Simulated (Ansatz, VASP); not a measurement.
NaI: VASP beside Ansatz

```
I Na
1.0
     0.00000    3.23640    3.23640
     3.23640    0.00000    3.23640
     3.23640    3.23640    0.00000
I Na
1 1
Direct
  0.50000 0.50000 0.50000
  0.00000 0.00000 0.00000
```

Alike in both runs: task single point; functional PBEsol; k mesh 6 × 6 × 6; occupations fermi-dirac, width 0.05 eV; no spin polarisation.

|  | VASP | Ansatz |
| --- | --- | --- |
| version | VASP 6.6.1 | Ansatz 0.2.0 |
| potentials or method | VASP PAW PBE potentials, release 64 (I, Na_pv) | Ansatz PAW |
| plane-wave cutoff (eV) | 520 | 420 |
| valence electrons in the cell | 14 | 26 |

|  | VASP | Ansatz | Ansatz less VASP |
| --- | --- | --- | --- |
| gap on the k mesh at the Fermi level (eV) | 3.51 | 3.51 | +0.004 |
| least direct gap on the mesh (eV) | 3.51 | 3.51 | +0.004 |
| pressure (GPa) | -0.5 | -0.5 | -0.03 |

VASP's potentials were made for PBE, not for PBEsol. VASP's potentials hold 14 valence electrons a cell and Ansatz's 26, so a difference there can come from the potentials and not from the codes.

Neither program's run includes spin-orbit coupling.
